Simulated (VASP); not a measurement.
Here is a VASP 6.6.1 calculation.

INCAR

```
SYSTEM = InP
  PREC = Accurate
  ENCUT = 520
  EDIFF = 1E-6
  ISMEAR = -1
  SIGMA = 0.02
  LREAL = .FALSE.
  LASPH = .TRUE.
  NELM = 60
  ALGO = Normal
  ISIF = 2
  LWAVE = .FALSE.
  LCHARG = .FALSE.
  GGA = PE
  NBANDS = 16
```

File KPOINTS:

```
Automatic mesh
0
G
  8 8 8
  0 0 0
```

The input POSCAR:

```
InP
1.0
    0.0000000000      2.9538133435      2.9939852050
    2.9538133435      0.0000000000      2.9939852050
    2.9538133435      2.9538133435      0.0000000000
In P
1 1
Direct
    0.0000000000      0.0000000000      0.0000000000
    0.2500000000      0.2500000000      0.2500000000
```

Potentials or basis: VASP PAW PBE potentials, release 64 (In_d, P).

Run with:

```console
$ cat potpaw_PBE.64/In_d/POTCAR potpaw_PBE.64/P/POTCAR > POTCAR
$ mpirun -np 1 vasp_std > vasp.out
```

Question: What does it give for the band gap on the k mesh?

Answer: 0.49 eV, direct.

Question: What does it give for the pressure?

Answer: 0.7 GPa.

Stress tensor (GPa, compression positive):
```
0.90 0.00 0.00
0.00 0.90 0.00
0.00 0.00 0.33
```

Caveat: the cell differs from its parent crystal (uniaxial z strain +1.4%); spin-orbit coupling is left out, which moves the levels of the heavy elements.
